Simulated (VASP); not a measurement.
# HfOs (Pm-3m) in VASP: further runs

HfOs is run at these levels: LDA; tasks: single point.

Everything below comes from runs of VASP 6.6.1. Logs are shortened: lines on timing, memory, paths and dates and some standing lists are left out, and cuts for length are marked.

**1. The cell of the first run**

It takes space group Pm-3m (No. 221, cubic). The conventional cell has a = 3.173 Å, b = 3.173 Å, c = 3.173 Å, α = 90.00°, β = 90.00°, γ = 90.00°. Within 3.6 Å of Hf (site symmetry m-3m) lie 8 Os at 2.75 Å and 6 Hf at 3.17 Å. Os (site symmetry m-3m) has 8 Hf at 2.75 Å and 6 Os at 3.17 Å within 3.6 Å.

**2. Single point, LDA**

INCAR reads:

```
SYSTEM = HfOs
PREC = Accurate
ENCUT = 520
EDIFF = 1E-7
ISMEAR = 1
SIGMA = 0.15
LREAL = .FALSE.
LASPH = .TRUE.
NELM = 80
ALGO = Normal
ISIF = 2
LWAVE = .FALSE.
LCHARG = .FALSE.
GGA = CA
NBANDS = 16
```

KPOINTS reads:

```
regular mesh
0
G
  9 9 9
  0 0 0
```

POSCAR reads:

```
HfOs
1.0
    3.1728794061      0.0000000000      0.0000000000
    0.0000000000      3.1728794061      0.0000000000
    0.0000000000      0.0000000000      3.1728794061
Hf Os
1 1
Direct
    0.0000000000      0.0000000000      0.0000000000
    0.5000000000      0.5000000000      0.5000000000
```

Potentials or basis: VASP PAW LDA potentials, release 64 (Hf_pv, Os).

Launch:

```console
cat potpaw_LDA.64/Hf_pv/POTCAR potpaw_LDA.64/Os/POTCAR > POTCAR
mpirun -np 1 vasp_std > vasp.out
```

OUTCAR:

```text
SYSTEM = HfOs
   PREC = Accurate
   ENCUT = 520
   EDIFF = 1E-7
   ISMEAR = 1
   LREAL = .FALSE.
   LASPH = .TRUE.
   NELM = 80
   ISIF = 2
   GGA = CA

 ion  position               nearest neighbor table
   1  0.000  0.000  0.000-   2 2.75   2 2.75   2 2.75   2 2.75   2 2.75   2 2.75   2 2.75   2 2.75

   2  0.500  0.500  0.500-   1 2.75   1 2.75   1 2.75   1 2.75   1 2.75   1 2.75   1 2.75   1 2.75

  LATTYP: Found a simple cubic cell.
 ALAT       =     3.1728794061

  Lattice vectors:

 A1 = (   3.1728794061,   0.0000000000,   0.0000000000)
 A2 = (   0.0000000000,   3.1728794061,   0.0000000000)
 A3 = (   0.0000000000,   0.0000000000,   3.1728794061)

Analysis of symmetry for initial positions (statically):
=====================================================================
 Subroutine PRICEL returns:
 Original cell was already a primitive cell.

 Routine SETGRP: Setting up the symmetry group for a
 simple cubic supercell.

 Subroutine GETGRP returns: Found 48 space group operations
 (whereof 48 operations were pure point group operations)
 out of a pool of 48 trial point group operations.

The static configuration has the point symmetry O_h .

Analysis of symmetry for dynamics (positions and initial velocities):
=====================================================================
 Subroutine PRICEL returns:
 Original cell was already a primitive cell.

 Routine SETGRP: Setting up the symmetry group for a
 simple cubic supercell.

 Subroutine GETGRP returns: Found 48 space group operations
 (whereof 48 operations were pure point group operations)
 out of a pool of 48 trial point group operations.

The dynamic configuration has the point symmetry O_h .

 Subroutine INISYM returns: Found 48 space group operations
 (whereof 48 operations are pure point group operations),
 and found     1 'primitive' translations

----------------------------------------------------------------------------------------

                                     Primitive cell

  volume of cell :      31.9419

  direct lattice vectors                    reciprocal lattice vectors
     3.172879406  0.000000000  0.000000000     0.315171134  0.000000000  0.000000000
     0.000000000  3.172879406  0.000000000     0.000000000  0.315171134  0.000000000
     0.000000000  0.000000000  3.172879406     0.000000000  0.000000000  0.315171134

  length of vectors
     3.172879406  3.172879406  3.172879406     0.315171134  0.315171134  0.315171134

  position of ions in fractional coordinates (direct lattice)
     0.000000000  0.000000000  0.000000000
     0.500000000  0.500000000  0.500000000

  ion indices of the primitive-cell ions
   primitive index   ion index
                 1           1
                 2           2

----------------------------------------------------------------------------------------

 KPOINTS: regular mesh

Automatic generation of k-mesh.
 Grid dimensions read from file:
 generate k-points for:    9    9    9

 Generating k-lattice:

  Cartesian coordinates                     Fractional coordinates (reciprocal lattice)
     0.035019015  0.000000000  0.000000000     0.111111111  0.000000000  0.000000000
     0.000000000  0.035019015  0.000000000     0.000000000  0.111111111  0.000000000
     0.000000000  0.000000000  0.035019015     0.000000000  0.000000000  0.111111111

  Length of vectors
     0.035019015  0.035019015  0.035019015

  Shift w.r.t. Gamma in fractional coordinates (k-lattice)
     0.000000000  0.000000000  0.000000000

 Subroutine IBZKPT returns following result:
 ===========================================

 Found     35 irreducible k-points:

 Following reciprocal coordinates:
            Coordinates               Weight
  0.000000  0.000000  0.000000      1.000000
  0.111111  0.000000  0.000000      6.000000
  0.222222  0.000000  0.000000      6.000000
  0.333333  0.000000  0.000000      6.000000
  0.444444  0.000000  0.000000      6.000000
  0.111111  0.111111  0.000000     12.000000
[... 16 lines left out ...]
  0.333333  0.333333  0.111111     24.000000
  0.444444  0.333333  0.111111     48.000000
 [... further k-points ...]
   k-points           NKPTS =     35   k-points in BZ     NKDIM =     35   number of bands    NBANDS=     16
   number of dos      NEDOS =    301   number of ions     NIONS =      2
   total plane-waves  NPLWV =  13824
   dimension x,y,z NGX =    24 NGY =   24 NGZ =   24
   dimension x,y,z NGXF=    48 NGYF=   48 NGZF=   48
   ions per type =               1   1
   NGX,Y,Z   is equivalent  to a cutoff of  12.58, 12.58, 12.58 a.u.
   NGXF,Y,Z  is equivalent  to a cutoff of  25.15, 25.15, 25.15 a.u.
 SYSTEM =  HfOs
   PREC   = accura    normal or accurate (medium, high low for compatibility)
   ISTART =      0    job   : 0-new  1-cont  2-samecut
   ICHARG =      2    charge: 1-file 2-atom 10-const
   ISPIN  =      1    spin polarized calculation?
   LNONCOLLINEAR =      F non collinear calculations
   LSORBIT =      F    spin-orbit coupling
   LASPH  =      T    aspherical Exc in radial PAW
   ENCUT  =  520.0 eV  38.22 Ry    6.18 a.u.   5.90  5.90  5.90*2*pi/ulx,y,z
   NELM   =     80;   NELMIN=  2; NELMDL= -5     # of ELM steps
   EDIFF  = 0.1E-06   stopping-criterion for ELM
   LREAL  =      F    real-space projection
   EDIFFG = 0.1E-05   stopping-criterion for IOM
   NSW    =      0    number of steps for IOM
   IBRION =     -1    ionic relax: 0-MD 1-quasi-New 2-CG
   NFREE  =      0    steps in history (QN), initial steepest desc. (CG)
   ISIF   =      2    stress and relaxation
   ISYM   =      2    0-nonsym 1-usesym 2-fastsym
   POTIM  = 0.5000    time-step for ionic-motion
   TEBEG  =    0.0;   TEEND  =   0.0 temperature during run
   PSTRESS=    0.0 pullay stress
   NELECT =      18.0000    total number of electrons
   NUPDOWN=      -1.0000    fix difference up-down
   EMIN   =  10.00;   EMAX   =-10.00  energy-range for DOS
   EFERMI =   0.00;   METHOD = LEGACY
   ISMEAR =     1;   SIGMA  =   0.15  broadening in eV -4-tet -1-fermi 0-gaus
   EFERMI_NEDOS =   21; number of points for ismear=-14 and -15
   IALGO  =     38    algorithm
   IMIX   =      4    mixing-type and parameters
     AMIX     =   0.40;   BMIX     =  1.00
     AMIX_MAG =   1.60;   BMIX_MAG =  1.00
  volume/ion in A,a.u.               =      15.97       107.78
  Fermi-wavevector in a.u.,A,eV,Ry     =   1.352214  2.555314 24.878018  1.828483
  Thomas-Fermi vector in A             =   2.479571
   LORBIT       =      0    0 simple, 1 ext, 2 COOP (PROOUT), +10 PAW based schemes
   GGA     = CA    functional components
   LHFCALC =     F    Hartree Fock is set to
   AEXX    =    0.0000 exact exchange contribution
   IVDW    =     0    specifies the selected vdW correction
   LEPSILON=     F    determine dielectric tensor
   LRPA    =     F    only Hartree local field effects (RPA)
 non-spin polarized calculation
 Methfessel and Paxton  Order N= 1 SIGMA  =   0.15
  energy-cutoff  :      520.00
  volume of cell :       31.94
 maximum number of plane-waves:       877
 NGX is ok and might be reduce to    24
   NGX = 11   NGY = 11   NGZ = 11

 number of electron      17.9999997 magnetization

 Free energy of the ion-electron system (eV)
  ---------------------------------------------------
  ext. energy  EPLUGINS =         0.00000000
  ---------------------------------------------------
  free energy    TOTEN  =       -24.75171237 eV

  energy without entropy =      -24.75097151  energy(sigma->0) =      -24.75146542

 E-fermi :   7.5382     XC(G=0): -13.2540

 val. band max:        7.4833332564   @ k =   0.4444   0.4444   0.0000
 cond. band min:       7.5784073365   @ k =   0.4444   0.4444   0.1111
 fundamental gap:      0.0950740800
 Fermi energy:         7.5382452492

 k-point     1 :       0.0000    0.0000    0.0000
  band No.  band energies     occupation
      1     -22.3755      2.00000
      2     -22.3755      2.00000
      3     -22.3755      2.00000
      4      -1.5988      2.00000
      5       1.8787      2.00000
      6       1.8787      2.00000
[... 8 lines left out ...]
     15      16.3342      0.00000
     16      16.3342      0.00000

 k-point     2 :       0.1111    0.0000    0.0000
  band No.  band energies     occupation
      1     -22.4389      2.00000
      2     -22.3735      2.00000
      3     -22.3735      2.00000
      4      -1.2917      2.00000
      5       2.0180      2.00000
      6       2.1157      2.00000
[... 8 lines left out ...]
     15      15.3817      0.00000
     16      17.9723      0.00000

 k-point     3 :       0.2222    0.0000    0.0000
  band No.  band energies     occupation
      1     -22.5961      2.00000
      2     -22.3685      2.00000
      3     -22.3685      2.00000
      4      -0.4240      2.00000
      5       2.4226      2.00000
      6       2.7174      2.00000
[... 8 lines left out ...]
     15      13.8162      0.00000
     16      19.9742      0.00000

 k-point     4 :       0.3333    0.0000    0.0000
  band No.  band energies     occupation
      1     -22.7693      2.00000
      2     -22.3627      2.00000
      3     -22.3627      2.00000
      4       0.8449      2.00000
      5       3.0341      2.00000
      6       3.3172      2.00000
[... 8 lines left out ...]
     15      13.4620      0.00000
     16      19.9744      0.00000
[... 324 lines left out ...]
 k-point    22 :       0.4444    0.2222    0.1111
  band No.  band energies     occupation
      1     -22.8255      2.00000
      2     -22.5345      2.00000
      3     -22.3902      2.00000
      4       2.2461      2.00000
      5       2.8910      2.00000
      6       4.2702      2.00000
[... 8 lines left out ...]
     15      14.9566      0.00000
     16      19.8974      0.00000

 k-point    23 :       0.3333    0.3333    0.1111
  band No.  band energies     occupation
      1     -22.7110      2.00000
      2     -22.6816      2.00000
      3     -22.3841      2.00000
      4       1.8146      2.00000
      5       2.7712      2.00000
      6       4.3968      2.00000
[... 8 lines left out ...]
     15      16.3541      0.00000
     16      18.4507      0.00000

 k-point    24 :       0.4444    0.3333    0.1111
  band No.  band energies     occupation
      1     -22.7921      2.00000
      2     -22.6778      2.00000
      3     -22.3743      2.00000
      4       1.9752      2.00000
      5       2.3941      2.00000
      6       4.2949      2.00000
[... 8 lines left out ...]
     15      15.4525      0.00000
     16      19.0201      0.00000

 [... further k-points ...]

------------------------ aborting loop because EDIFF is reached ----------------------------------------

  FORCE on cell =-STRESS in cart. coord.  units (eV):
  Direction    XX          YY          ZZ          XY          YZ          ZX
  --------------------------------------------------------------------------------------
  -------------------------------------------------------------------------------------
  Total        1.3273231      1.3273231      1.3273231     -0.0000000      0.0000000     -0.0000000
  in kB       66.5773532     66.5773532     66.5773532     -0.0000000      0.0000000     -0.0000000
  external PRESSURE =      66.5773532 kB  Pullay stress =       0.0000000 kB

 VOLUME and BASIS-vectors are now :
 -----------------------------------------------------------------------------
  energy-cutoff  :      520.00
  volume of cell :       31.94
      direct lattice vectors                 reciprocal lattice vectors
     3.172879406  0.000000000  0.000000000     0.315171134  0.000000000  0.000000000
     0.000000000  3.172879406  0.000000000     0.000000000  0.315171134  0.000000000
     0.000000000  0.000000000  3.172879406     0.000000000  0.000000000  0.315171134

 POSITION                                       TOTAL-FORCE (eV/Angst)
 -----------------------------------------------------------------------------------
      0.00000      0.00000      0.00000         0.000000      0.000000      0.000000
      1.58644      1.58644      1.58644         0.000000      0.000000      0.000000
 -----------------------------------------------------------------------------------
    total drift:                                0.000000      0.000000     -0.000000

  FREE ENERGIE OF THE ION-ELECTRON SYSTEM (eV)
  ---------------------------------------------------
  free  energy   TOTEN  =       -24.7517123700 eV

  energy  without entropy=      -24.7509715137  energy(sigma->0) =      -24.75146542
```

Run time: 8.4 s. Hardware: 1 thread of Intel Xeon 6975P-C, shared host; peak memory 0.14 GiB.

Results:

| Item | Value |
| --- | --- |
| Free energy | -24.7517 eV |
| Pressure | 6.7 GPa |
| Band gap on the k mesh | zero (band 9 reaches 7.80 eV, above the bottom of band 10 at 6.93 eV) |

Caveat: spin-orbit coupling is left out, which moves the levels of the heavy elements.

**3. Single point, LDA**

This run uses another cell than the first one, of 16.48 Å³/atom, 1.032 times its volume.

INCAR reads:

```
SYSTEM = HfOs
PREC = Accurate
ENCUT = 520
EDIFF = 1E-6
ISMEAR = 1
SIGMA = 0.15
LREAL = .FALSE.
LASPH = .TRUE.
NELM = 60
ALGO = Normal
ISIF = 2
LWAVE = .FALSE.
LCHARG = .TRUE.
GGA = CA
LELF = .TRUE.
LVHAR = .TRUE.
NBANDS = 16
```

KPOINTS is that of step 2.

POSCAR reads:

```
HfOs
1.0
    3.2062805913      0.0000000000      0.0000000000
    0.0000000000      3.2062805913      0.0000000000
    0.0000000000      0.0000000000      3.2062805913
Hf Os
1 1
Direct
    0.0000000000      0.0000000000      0.0000000000
    0.5000000000      0.5000000000      0.5000000000
```

Potentials or basis: VASP PAW LDA potentials, release 64 (Hf_pv, Os).

Launch:

```console
cat potpaw_LDA.64/Hf_pv/POTCAR potpaw_LDA.64/Os/POTCAR > POTCAR
mpirun -np 1 vasp_std > vasp.out
```

Run time: 9.9 s. Hardware: 1 thread of Intel Xeon 6975P-C, shared host; peak memory 0.14 GiB.

It converged, with:

- Free energy: -24.7680 eV
- Pressure: -1.6 GPa
- Band gap on the k mesh: zero (band 9 reaches 7.40 eV, above the bottom of band 10 at 6.62 eV)

Levels at points of the mesh, in eV from the Fermi level:
```tsv
k point	band 6	band 7	band 8	band 9	band 10	band 11	band 12	band 13
(0.00, 0.00, 0.00)	-5.40	-1.50	-1.50	-1.50	2.65	2.65	6.36	6.36
```

Caveat: spin-orbit coupling is left out, which moves the levels of the heavy elements.

[end of part 1 of 2]
